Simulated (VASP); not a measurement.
AlN, 4 atoms in the cell. The structure is hexagonal, space group P6_3mc (No. 186). Conventional cell: a = 2.989 Å, b = 2.989 Å, c = 4.792 Å, α = 90.00°, β = 90.00°, γ = 120.00°. Within 2.4 Å of Al (site symmetry 3m) lie 4 N at 1.82 to 1.83 Å. Within 2.4 Å of N (site symmetry 3m) lie 4 Al at 1.82 to 1.83 Å. 

```yaml
Program: VASP 6.6.1
Task: single point
Functional: PBE
Potentials_or_basis: VASP PAW PBE potentials, release 64 (Al, N)
Cutoff: 520 eV
k_mesh: 12 × 12 × 6
Occupations: gaussian, width 0.02 eV
Spin: no spin polarisation
Dipole_correction: no
Further_INCAR_settings: ALGO = Normal; EDIFF = 1e-06; NBANDS = 16
```

Potentials or basis: VASP PAW PBE potentials, release 64 (Al, N).

Command:

```sh
$ cat potpaw_PBE.64/Al/POTCAR potpaw_PBE.64/N/POTCAR > POTCAR
$ mpirun -np 1 vasp_std > vasp.out
```

Hardware: 1 thread of Intel(R) Xeon(R) Platinum 8488C (Sapphire Rapids), with other jobs on the host.

**Question.** Estimate the wall time of this run.

**Answer.** Run time: 44 s on 1 thread of Intel(R) Xeon(R) Platinum 8488C (Sapphire Rapids) (shared host), peak memory 0.17 GiB. Counts: scf iterations 13, k points 76.
